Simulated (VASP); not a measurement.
# HfO2 in VASP: further runs, part 2 of 2

VASP 6.6.1. Earlier steps stand in the parts before.

### Step 3. Single point, PBE

Contents of INCAR:

```
PREC = Accurate ; ENCUT = 520
EDIFF = 1E-7 ; ISMEAR = -1
SIGMA = 0.05 ; LREAL = Auto
LASPH = T ; NELM = 100
ALGO = Normal ; ISIF = 2
LWAVE = F ; LCHARG = T
GGA = PE ; LELF = T
LVHAR = T ; ISYM = 0
NBANDS = 68
```

Contents of KPOINTS:

```
Automatic mesh
0
Gamma
  1 1 1
```

Contents of POSCAR:

```
HfO2
1.0
    5.8586830000      0.1288100000     -0.1763910000
    0.1288100000      5.4147420000     -0.0179830000
   -0.1763910000     -0.0179830000      5.7582330000
Hf O
5 10
Direct
    0.8422321540      0.6790436255      0.2587422936
    0.8518317522      0.2306992986      0.8414407892
    0.3386380899      0.3539277432      0.6107094649
    0.3221397767      0.9361248039      0.1035487605
    0.5708693989      0.7877573688      0.6409163132
    0.0912396901      0.4887629706      0.4116648779
    0.1904038971      0.2258083888      0.8765552290
    0.3561675341      1.0272538605      0.4627460983
    0.8387928903      0.5914478089      0.9203249543
    0.9901317898      0.9836170337      0.1260268075
    0.5846540206      0.0591343290      0.9248412004
    0.5047339667      0.6648701536      0.2905036821
    0.6724993870      0.4270910054      0.5714425271
    0.8397655844      0.9366292785      0.5508590041
    0.3373889336      0.6857091885      0.8450431720
```

Potentials or basis: VASP PAW PBE potentials, release 64 (Hf_pv, O).

Run with:

```bash
$ cat potpaw_PBE.64/Hf_pv/POTCAR potpaw_PBE.64/O/POTCAR > POTCAR
$ mpirun -np 1 vasp_gam > vasp.out
```

OUTCAR:

```text
PREC = Accurate
   ENCUT = 520
   EDIFF = 1E-7
   ISMEAR = -1
   LREAL = Auto
   LASPH = T
   NELM = 100
   ISIF = 2
   GGA = PE
   ISYM = 0

 ion  position               nearest neighbor table
   1  0.842  0.679  0.259-   6 1.92   9 2.00  12 2.00  10 2.07  14 2.18  13 2.54   5 2.84   4 3.37
                             4 3.37   2 3.41   3 3.81   5 3.85   2 3.85
   2  0.852  0.231  0.841-  11 1.94   7 1.98   9 2.00  13 2.09  10 2.22  14 2.30   5 3.15   3 3.26
                             3 3.32   4 3.40   1 3.41   5 3.54   1 3.85
   3  0.339  0.354  0.611-   6 1.91   7 1.95   8 1.96  13 2.04  15 2.24  11 2.72  12 2.76   5 2.77
                             2 3.26   5 3.30   2 3.32   4 3.65   4 3.68   1 3.81
   4  0.322  0.936  0.104-  10 1.96  15 2.01  11 2.04  12 2.05   8 2.12   7 2.14   5 3.20   1 3.37
                             1 3.37   2 3.40   5 3.43   3 3.65   3 3.68
   5  0.571  0.788  0.641-  14 1.90  15 1.96   8 2.01  13 2.06  12 2.14  11 2.19   9 2.40   3 2.77
[... 238 lines left out ...]

  FORCE on cell =-STRESS in cart. coord.  units (eV):
  Direction    XX          YY          ZZ          XY          YZ          ZX
  --------------------------------------------------------------------------------------
  -------------------------------------------------------------------------------------
  Total       37.4921418     21.3684948     10.7760532      3.9410839     -0.9634797     -3.6791887
  in kB      329.3172945    187.6930616     94.6529192     34.6170432     -8.4628538    -32.3166511
  external PRESSURE =     203.8877584 kB  Pullay stress =       0.0000000 kB

 VOLUME and BASIS-vectors are now :
 -----------------------------------------------------------------------------
  energy-cutoff  :      520.00
  volume of cell :      182.40
      direct lattice vectors                 reciprocal lattice vectors
     5.858683000  0.128810000 -0.176391000     0.170933113 -0.004048939  0.005223521
     0.128810000  5.414742000 -0.017983000    -0.004048939  0.184778830  0.000453035
    -0.176391000 -0.017983000  5.758233000     0.005223521  0.000453035  0.173825812

 POSITION                                       TOTAL-FORCE (eV/Angst)
 -----------------------------------------------------------------------------------
      4.97620      3.78068      1.32913         1.226502      0.552558     -0.302533
      4.87191      1.34377      4.69081         1.368379     -0.076619     -0.592801
      1.92184      1.94907      3.45051        -1.272825      0.115608     -1.005362
      1.98963      5.10851      0.52260        -0.492664      0.944140     -0.244349
      3.33296      4.32751      3.57568         0.515294      0.154546      0.697481
      0.52489      2.65087      2.34558         0.214608     -0.315441     -0.178356
      0.98999      1.23146      5.00976        -0.133598     -0.229879     -0.005160
      2.00856      0.18513      2.60129        -0.386646      0.650811     -0.365112
      4.82807      3.29403      5.14085        -0.539950     -0.779917      1.299961
      5.90534      5.45131      0.53335        -0.862689     -0.346050     -0.127299
      3.26979      0.37887      5.22126        -0.284973      0.107218      0.329953
      2.99148      3.65989      1.57180         0.311005      0.069238     -0.593172
      3.89418      2.38894      3.16420        -0.366763     -1.343106      0.186333
      4.94340      5.16987      3.00700         1.466991      1.625639      0.362027
      1.91592      3.74120      4.79411        -0.762670     -1.128747      0.538388
 -----------------------------------------------------------------------------------
    total drift:                                0.011563      0.008194      0.003385

  FREE ENERGIE OF THE ION-ELECTRON SYSTEM (eV)
  ---------------------------------------------------
  free  energy   TOTEN  =      -145.7275931377 eV

  energy  without entropy=     -145.7275931376  energy(sigma->0) =     -145.72759314
```

stdout:

```text
POSCAR found type information on POSCAR HfO
 POSCAR found :  2 types and      15 ions
 scaLAPACK will be used
 LDA part: xc-table for (Slater+PW92), standard interpolation
 POSCAR, INCAR and KPOINTS ok, starting setup
 FFT: planning ... GRIDC
 FFT: planning ... GRID_SOFT
 FFT: planning ... GRID
 WAVECAR not read
 entering main loop
```

Wall time 93 s (1 thread of AMD EPYC 7R13, shared host); peak memory 0.24 GiB.

Results:

```
Free energy            : -145.7276 eV
Pressure               : 20.4 GPa
Largest force          : 2.219 eV/Å
Band gap on the k mesh : 3.80 eV
```

Forces on the atoms (eV/Å):
```
Hf   1.227  0.553 -0.303
Hf   1.368 -0.077 -0.593
Hf  -1.273  0.116 -1.005
Hf  -0.493  0.944 -0.244
Hf   0.515  0.155  0.697
O    0.215 -0.315 -0.178
O   -0.134 -0.230 -0.005
O   -0.387  0.651 -0.365
O   -0.540 -0.780  1.300
O   -0.863 -0.346 -0.127
O   -0.285  0.107  0.330
O    0.311  0.069 -0.593
O   -0.367 -1.343  0.186
O    1.467  1.626  0.362
O   -0.763 -1.129  0.538
```

Caveat: the k points lie up to 1.16 Å⁻¹ apart; spin-orbit coupling is left out, which moves the levels of the heavy elements.
